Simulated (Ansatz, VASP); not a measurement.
**RbBr: VASP beside Ansatz**

```
Rb Br
1.0
     0.00000    3.42750    3.39323
     3.42750    0.00000    3.39323
     3.42750    3.42750    0.00000
Rb Br
1 1
Direct
  0.00000 0.00000 0.00000
  0.50000 0.50000 0.50000
```

Change from the starting cell: zz strain of -1 %, crystal datasets.

Alike in both runs: task electric field gradients; functional PBEsol; k mesh 7 × 7 × 7; occupations fermi-dirac, width 0.03 eV; no spin polarisation.

|  | VASP | Ansatz |
| --- | --- | --- |
| version | VASP 6.6.1 | Ansatz 0.2.0 |
| potentials or method | VASP PAW PBE potentials, release 64 (Rb_sv, Br), cutoff 520 eV | all-electron PAW with datasets made for the crystal, scalar-relativistic |

```tsv
	VASP	Ansatz	Ansatz less VASP
gap on the k mesh at the Fermi level (eV)	4.23	4.23	+0.003
pressure (GPa)	0.1	0.1	-0.04
traceless stress, the component that is largest in VASP (GPa)	0.21	0.21	-0.004
size of Vzz on the site where it differs most (V/Å²)	3.3	3.8	+0.50
```

VASP's potentials were made for PBE, not for PBEsol. Ansatz ran all-electron here, and VASP with PAW potentials.
